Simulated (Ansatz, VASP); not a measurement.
One calculation of Co, two programs

```
Co
1.0
     2.46489    0.00000    0.00000
    -1.23245    2.13466    0.00000
     0.00000    0.00000    4.00091
Co
2
Direct
  0.33333 0.66667 0.25000
  0.66667 0.33333 0.75000
```

Alike in both runs: task single point; functional PBEsol; k mesh 13 × 13 × 7; occupations fermi-dirac, width 0.1 eV; collinear spin.

|  | VASP | Ansatz |
| --- | --- | --- |
| version | VASP 6.6.1 | Ansatz 0.2.0 |
| potentials or method | VASP PAW PBE potentials, release 64 (Co), cutoff 520 eV | plane waves, PAW |
| valence electrons in the cell | 18 | 34 |

VASP gave:

```
net moment per atom (μB)                                      : 1.58
size of the moment on the site where the two differ most (μB) : 1.59
```

Q: What did Ansatz give for the same quantities?

A: net moment per atom (μB): 1.58; size of the moment on the site where the two differ most (μB): 1.65.

VASP's potentials were made for PBE, not for PBEsol. Site moments also hang on the region over which each program counts them. The functional is the same, so the differences come from potentials, cutoffs and numerics. VASP's potentials hold 18 valence electrons a cell and Ansatz's 34, so a difference there can come from the potentials and not from the codes. Ansatz's warnings: given moment on shells, structure snapped to symmetry.
